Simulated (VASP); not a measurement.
# La (Fm-3m) in VASP: notebook

The runs below take La through single point, with PBE.

All numbers are computed with VASP 6.6.1; they aren't measurements. Logs are shortened: lines on timing, memory, paths and dates and some standing lists are left out, and cuts for length are marked.

## (1) The cell of the first run

Symmetry: Fm-3m, No. 225, cubic system. Conventional cell: a = 5.305 Å, b = 5.305 Å, c = 5.305 Å, α = 90.00°, β = 90.00°, γ = 90.00°. La (site symmetry m-3m) has 12 La at 3.75 Å within 4.9 Å.

This isn't the form of La at room conditions, which is double hcp.

## (2) Single point, PBE

File INCAR:

```
SYSTEM = La
PREC     = Accurate       ! precision mode
ENCUT    = 500            ! plane-wave cutoff, eV
EDIFF    = 1E-6           ! SCF threshold, eV
ISMEAR   = 0              ! smearing method
SIGMA    = 0.05           ! smearing width, eV
LREAL    = .False.        ! projectors in reciprocal space
LASPH    = .True.         ! aspherical terms in the spheres
NELM     = 200            ! most SCF steps
ALGO     = Normal         ! electronic algorithm
ISIF     = 2              ! what is computed and relaxed
LWAVE    = .False.        ! write WAVECAR
LCHARG   = .True.         ! write CHGCAR
GGA      = PE             ! functional
LELF     = .True.         ! ELF
LVHAR    = .True.       
NBANDS   = 12             ! bands
GGA_COMPAT= .False.      
LMAXMIX  = 6              ! l up to which the mixer works
```

File KPOINTS:

```
regular mesh
0
Gamma
  14 14 14
  0 0 0
```

File POSCAR:

```
La
1.0
    0.0000000000      2.6525364347      2.6525364347
    2.6525364347      0.0000000000      2.6525364347
    2.6525364347      2.6525364347      0.0000000000
La
1
Direct
    0.0000000000      0.0000000000      0.0000000000
```

Potentials or basis: VASP PAW PBE potentials, release 64 (La).

Command:

```bash
> cat potpaw_PBE.64/La/POTCAR > POTCAR
> mpirun -np 1 vasp_std > vasp.out
```

OUTCAR:

```text
SYSTEM = La
   PREC = Accurate
   ENCUT = 500
   EDIFF = 1E-6
   ISMEAR = 0
   LREAL = .False.
   LASPH = .True.
   NELM = 200
   ISIF = 2
   GGA = PE

 ion  position               nearest neighbor table
   1  0.000  0.000  0.000-

  LATTYP: Found a face centered cubic cell.
 ALAT       =     5.3050728694

  Lattice vectors:

 A1 = (   0.0000000000,   2.6525364347,   2.6525364347)
 A2 = (   2.6525364347,   0.0000000000,   2.6525364347)
 A3 = (   2.6525364347,   2.6525364347,   0.0000000000)

Analysis of symmetry for initial positions (statically):
=====================================================================
 Subroutine PRICEL returns:
 Original cell was already a primitive cell.

 Routine SETGRP: Setting up the symmetry group for a
 face centered cubic supercell.

 Subroutine GETGRP returns: Found 48 space group operations
 (whereof 48 operations were pure point group operations)
 out of a pool of 48 trial point group operations.

The static configuration has the point symmetry O_h .

Analysis of symmetry for dynamics (positions and initial velocities):
=====================================================================
 Subroutine PRICEL returns:
 Original cell was already a primitive cell.

 Routine SETGRP: Setting up the symmetry group for a
 face centered cubic supercell.

 Subroutine GETGRP returns: Found 48 space group operations
 (whereof 48 operations were pure point group operations)
 out of a pool of 48 trial point group operations.

The dynamic configuration has the point symmetry O_h .

 Subroutine INISYM returns: Found 48 space group operations
 (whereof 48 operations are pure point group operations),
 and found     1 'primitive' translations

----------------------------------------------------------------------------------------

                                     Primitive cell

  volume of cell :      37.3262

  direct lattice vectors                    reciprocal lattice vectors
     0.000000000  2.652536435  2.652536435    -0.188498825  0.188498825  0.188498825
     2.652536435  0.000000000  2.652536435     0.188498825 -0.188498825  0.188498825
     2.652536435  2.652536435  0.000000000     0.188498825  0.188498825 -0.188498825

  length of vectors
     3.751253001  3.751253001  3.751253001     0.326489541  0.326489541  0.326489541

  position of ions in fractional coordinates (direct lattice)
     0.000000000  0.000000000  0.000000000

  ion indices of the primitive-cell ions
   primitive index   ion index
                 1           1

----------------------------------------------------------------------------------------

 KPOINTS: regular mesh

Automatic generation of k-mesh.
 Grid dimensions read from file:
 generate k-points for:   14   14   14

 Generating k-lattice:

  Cartesian coordinates                     Fractional coordinates (reciprocal lattice)
    -0.013464202  0.013464202  0.013464202     0.071428571  0.000000000  0.000000000
     0.013464202 -0.013464202  0.013464202     0.000000000  0.071428571  0.000000000
     0.013464202  0.013464202 -0.013464202     0.000000000  0.000000000  0.071428571

  Length of vectors
     0.023320682  0.023320682  0.023320682

  Shift w.r.t. Gamma in fractional coordinates (k-lattice)
     0.000000000  0.000000000  0.000000000

 Subroutine IBZKPT returns following result:
 ===========================================

 Found    104 irreducible k-points:

 Following reciprocal coordinates:
            Coordinates               Weight
  0.000000  0.000000  0.000000      1.000000
  0.071429  0.000000  0.000000      8.000000
  0.142857  0.000000  0.000000      8.000000
  0.214286  0.000000  0.000000      8.000000
  0.285714  0.000000  0.000000      8.000000
  0.357143  0.000000  0.000000      8.000000
[... 16 lines left out ...]
  0.214286  0.142857  0.000000     24.000000
  0.285714  0.142857  0.000000     24.000000
 [... further k-points ...]
   k-points           NKPTS =    104   k-points in BZ     NKDIM =    104   number of bands    NBANDS=     12
   number of dos      NEDOS =    301   number of ions     NIONS =      1
   total plane-waves  NPLWV =  21952
   dimension x,y,z NGX =    28 NGY =   28 NGZ =   28
   dimension x,y,z NGXF=    56 NGYF=   56 NGZF=   56
   ions per type =               1
   NGX,Y,Z   is equivalent  to a cutoff of  12.41, 12.41, 12.41 a.u.
   NGXF,Y,Z  is equivalent  to a cutoff of  24.82, 24.82, 24.82 a.u.
 SYSTEM =  La
   PREC   = accura    normal or accurate (medium, high low for compatibility)
   ISTART =      0    job   : 0-new  1-cont  2-samecut
   ICHARG =      2    charge: 1-file 2-atom 10-const
   ISPIN  =      1    spin polarized calculation?
   LNONCOLLINEAR =      F non collinear calculations
   LSORBIT =      F    spin-orbit coupling
   LASPH  =      T    aspherical Exc in radial PAW
   ENCUT  =  500.0 eV  36.75 Ry    6.06 a.u.   6.84  6.84  6.84*2*pi/ulx,y,z
   NELM   =    200;   NELMIN=  2; NELMDL= -5     # of ELM steps
   EDIFF  = 0.1E-05   stopping-criterion for ELM
   LREAL  =      F    real-space projection
   EDIFFG = 0.1E-04   stopping-criterion for IOM
   NSW    =      0    number of steps for IOM
   IBRION =     -1    ionic relax: 0-MD 1-quasi-New 2-CG
   NFREE  =      0    steps in history (QN), initial steepest desc. (CG)
   ISIF   =      2    stress and relaxation
   ISYM   =      2    0-nonsym 1-usesym 2-fastsym
   POTIM  = 0.5000    time-step for ionic-motion
   TEBEG  =    0.0;   TEEND  =   0.0 temperature during run
   PSTRESS=    0.0 pullay stress
   NELECT =      11.0000    total number of electrons
   NUPDOWN=      -1.0000    fix difference up-down
   EMIN   =  10.00;   EMAX   =-10.00  energy-range for DOS
   EFERMI =   0.00;   METHOD = LEGACY
   ISMEAR =     0;   SIGMA  =   0.05  broadening in eV -4-tet -1-fermi 0-gaus
   EFERMI_NEDOS =   21; number of points for ismear=-14 and -15
   IALGO  =     38    algorithm
   IMIX   =      4    mixing-type and parameters
     AMIX     =   0.40;   BMIX     =  1.00
     AMIX_MAG =   1.60;   BMIX_MAG =  1.00
  volume/ion in A,a.u.               =      37.33       251.89
  Fermi-wavevector in a.u.,A,eV,Ry     =   1.089434  2.058732 16.148307  1.186867
  Thomas-Fermi vector in A             =   2.225637
   LORBIT       =      0    0 simple, 1 ext, 2 COOP (PROOUT), +10 PAW based schemes
   GGA     = PE    functional components
   LHFCALC =     F    Hartree Fock is set to
   AEXX    =    0.0000 exact exchange contribution
   IVDW    =     0    specifies the selected vdW correction
   LEPSILON=     F    determine dielectric tensor
   LRPA    =     F    only Hartree local field effects (RPA)
 non-spin polarized calculation
 Gauss-broadening in eV      SIGMA  =   0.05
  energy-cutoff  :      500.00
  volume of cell :       37.33
 maximum number of plane-waves:       961
   NGX = 13   NGY = 13   NGZ = 13

 number of electron      10.9999999 magnetization

 Free energy of the ion-electron system (eV)
  ---------------------------------------------------
  ext. energy  EPLUGINS =         0.00000000
  ---------------------------------------------------
  free energy    TOTEN  =        -4.87755513 eV

  energy without entropy =       -4.87428837  energy(sigma->0) =       -4.87592175

 E-fermi :   7.8170     XC(G=0):  -9.5405

 val. band max:        7.8151763719   @ k =  -0.2857   0.5000   0.2143
 cond. band min:       7.8189681235   @ k =  -0.4286   0.2143   0.0000
 fundamental gap:      0.0037917516
 Fermi energy:         7.8170181925

 k-point     1 :       0.0000    0.0000    0.0000
  band No.  band energies     occupation
      1     -25.0569      2.00000
      2      -8.0603      2.00000
      3      -8.0603      2.00000
      4      -8.0603      2.00000
      5       4.6346      2.00000
      6       9.1142      0.00000
      7       9.3006      0.00000
      8       9.3006      0.00000
      9       9.3006      0.00000
     10       9.6049      0.00000
     11       9.6049      0.00000
     12       9.6049      0.00000

 k-point     2 :       0.0714    0.0000    0.0000
  band No.  band energies     occupation
      1     -25.0476      2.00000
      2      -8.1367      2.00000
      3      -8.0692      2.00000
      4      -8.0692      2.00000
      5       4.7868      2.00000
      6       8.8044      0.00000
      7       9.3183      0.00000
      8       9.3183      0.00000
      9       9.5111      0.00000
     10       9.6065      0.00000
     11       9.6065      0.00000
     12       9.6380      0.00000

 k-point     3 :       0.1429    0.0000    0.0000
  band No.  band energies     occupation
      1     -25.0216      2.00000
      2      -8.3447      2.00000
      3      -8.0939      2.00000
      4      -8.0939      2.00000
      5       5.1972      2.00000
      6       8.4536      0.00000
      7       9.3463      0.00000
      8       9.3464      0.00000
      9       9.4989      0.00000
     10       9.6113      0.00000
     11       9.6113      0.00000
     12       9.8539      0.00000
[... 286 lines left out ...]
 k-point    23 :       0.2143    0.1429    0.0000
  band No.  band energies     occupation
      1     -24.9816      2.00000
      2      -8.5218      2.00000
      3      -8.2020      2.00000
      4      -8.1910      2.00000
      5       5.8106      2.00000
      6       7.8970      0.02371
      7       9.0742      0.00000
      8       9.4784      0.00000
      9       9.5182      0.00000
     10       9.7273      0.00000
     11       9.7491      0.00000
     12       9.9117      0.00000

 k-point    24 :       0.2857    0.1429    0.0000
  band No.  band energies     occupation
      1     -24.9444      2.00000
      2      -8.7702      2.00000
      3      -8.2464      2.00000
      4      -8.2337      2.00000
      5       6.2749      2.00000
      6       7.7991      1.38798
      7       8.8041      0.00000
      8       9.4901      0.00000
      9       9.5995      0.00000
     10       9.7256      0.00000
     11       9.7410      0.00000
     12       9.9983      0.00000

 [... further k-points ...]
[... 5 lines left out ...]
  --------------------------------------------------------------------------------------
  -------------------------------------------------------------------------------------
  Total       -0.0380336     -0.0380336     -0.0380336      0.0000000      0.0000000      0.0000000
  in kB       -1.6325388     -1.6325388     -1.6325388      0.0000000      0.0000000      0.0000000
  external PRESSURE =      -1.6325388 kB  Pullay stress =       0.0000000 kB

 VOLUME and BASIS-vectors are now :
 -----------------------------------------------------------------------------
  energy-cutoff  :      500.00
  volume of cell :       37.33
      direct lattice vectors                 reciprocal lattice vectors
     0.000000000  2.652536435  2.652536435    -0.188498825  0.188498825  0.188498825
     2.652536435  0.000000000  2.652536435     0.188498825 -0.188498825  0.188498825
     2.652536435  2.652536435  0.000000000     0.188498825  0.188498825 -0.188498825

 POSITION                                       TOTAL-FORCE (eV/Angst)
 -----------------------------------------------------------------------------------
      0.00000      0.00000      0.00000         0.000000      0.000000      0.000000
 -----------------------------------------------------------------------------------
    total drift:                                0.000000      0.000000      0.000000

  FREE ENERGIE OF THE ION-ELECTRON SYSTEM (eV)
  ---------------------------------------------------
  free  energy   TOTEN  =        -4.8775551258 eV

  energy  without entropy=       -4.8742883734  energy(sigma->0) =       -4.87592175
```

Wall time 2.6 min (1 thread of Intel Xeon 8259CL, shared host); peak memory 0.2 GiB.

What came out:

- Free energy: -4.8776 eV
- Pressure: -0.2 GPa
- Band gap on the k mesh: zero (an odd number of electrons rules out a gap without spin polarisation)

Levels at points of the mesh, in eV from the Fermi level:
```tsv
k point	band 1	band 2	band 3	band 4	band 5	band 6	band 7	band 8	band 9	band 10
(0.00, 0.00, 0.00)	-32.87	-15.88	-15.88	-15.88	-3.18	1.30	1.48	1.48	1.48	1.79
(0.50, 0.00, 0.00)	-32.68	-17.24	-16.05	-16.05	-1.71	1.28	1.28	1.32	1.82	1.82
(0.50, 0.50, 0.00)	-32.62	-17.14	-16.36	-16.36	-1.96	-1.38	1.88	1.88	1.88	1.89
```

Caveat: spin-orbit coupling is left out, which moves the levels of the heavy elements.

## (3) Single point, PBE (37.18 Å³/atom)

This run uses another cell than the first one, of 37.18 Å³/atom.

File INCAR:

```
SYSTEM = La
PREC = Accurate ; ENCUT = 500
EDIFF = 1E-6 ; ISMEAR = 0
SIGMA = 0.05 ; LREAL = .FALSE.
LASPH = .TRUE. ; NELM = 200
ALGO = Normal ; ISIF = 2
LWAVE = .FALSE. ; LCHARG = .TRUE.
GGA = PE ; LELF = .TRUE.
LVHAR = .TRUE. ; NBANDS = 12
GGA_COMPAT = .FALSE. ; LMAXMIX = 6
```

File KPOINTS:

```
regular mesh
0
G
  14 14 14
  0 0 0
```

File POSCAR:

```
La
1.0
    0.0000000000      2.6489949933      2.6489949933
    2.6489949933      0.0000000000      2.6489949933
    2.6489949933      2.6489949933      0.0000000000
La
1
Direct
    0.0000000000      0.0000000000      0.0000000000
```

Potentials or basis: VASP PAW PBE potentials, release 64 (La).

Command:

```bash
> cat potpaw_PBE.64/La/POTCAR > POTCAR
> mpirun -np 1 vasp_std > vasp.out
```

Wall time 2 min (1 thread of Intel Xeon 8259CL, shared host); peak memory 0.21 GiB.

It converged, with:

- Free energy: -4.8776 eV
- Pressure: 0.0 GPa
- Band gap on the k mesh: zero (an odd number of electrons rules out a gap without spin polarisation)

Levels at points of the mesh, in eV from the Fermi level:
| k point | band 3 | band 4 | band 5 | band 6 | band 7 | band 8 |
| --- | --- | --- | --- | --- | --- | --- |
| (0.00, 0.00, 0.00) | -15.86 | -15.86 | -3.18 | 1.30 | 1.49 | 1.49 |
| (0.50, 0.00, 0.00) | -16.04 | -16.04 | -1.71 | 1.28 | 1.28 | 1.32 |
| (0.50, 0.50, 0.00) | -16.35 | -16.35 | -1.97 | -1.38 | 1.88 | 1.89 |

Caveat: spin-orbit coupling is left out, which moves the levels of the heavy elements.

## (4) Single point, PBE (37.07 Å³/atom)

This run uses another cell than the first one, of 37.07 Å³/atom.

File INCAR:

```
PREC     = Accurate       # precision mode
ENCUT    = 500            # plane-wave cutoff, eV
EDIFF    = 1E-6           # SCF threshold, eV
ISMEAR   = 0              # smearing method
SIGMA    = 0.05           # smearing width, eV
LREAL    = False          # projectors in reciprocal space
LASPH    = True           # aspherical terms in the spheres
NELM     = 200            # most SCF steps
ALGO     = Normal         # electronic algorithm
ISIF     = 2              # what is computed and relaxed
LWAVE    = False          # write WAVECAR
LCHARG   = False          # write CHGCAR
GGA      = PE             # functional
NBANDS   = 12             # bands
GGA_COMPAT= False        
LMAXMIX  = 6              # l up to which the mixer works
```

File KPOINTS:

```
Automatic mesh
0
Gamma
  14 14 14
```

File POSCAR:

```
La
1.0
    0.0000000000      2.6464745818      2.6464745818
    2.6464745818      0.0000000000      2.6464745818
    2.6464745818      2.6464745818      0.0000000000
La
1
Direct
    0.0000000000      0.0000000000      0.0000000000
```

Command:

```bash
> cat potpaw_PBE.64/La/POTCAR > POTCAR
> mpirun -np 1 vasp_std > vasp.out
```

Wall time 2 min (1 thread of Intel Xeon 8259CL, shared host); peak memory 0.2 GiB.

It converged, with:

```
Free energy            : -4.8775 eV
Pressure               : 0.1 GPa
Band gap on the k mesh : zero (an odd number of electrons rules out a gap without spin polarisation)
```

Levels at points of the mesh, in eV from the Fermi level:
```csv
k point,band 1,band 2,band 3,band 4,band 5,band 6,band 7,band 8,band 9,band 10
"(0.00, 0.00, 0.00)",-32.86,-15.86,-15.86,-15.86,-3.18,1.30,1.49,1.49,1.49,1.80
"(0.50, 0.00, 0.00)",-32.67,-17.24,-16.03,-16.03,-1.71,1.28,1.28,1.32,1.83,1.83
"(0.50, 0.50, 0.00)",-32.60,-17.15,-16.35,-16.35,-1.98,-1.39,1.89,1.89,1.89,1.90
```

Caveat: spin-orbit coupling is left out, which moves the levels of the heavy elements.

(Continued in part 2 of 2.)
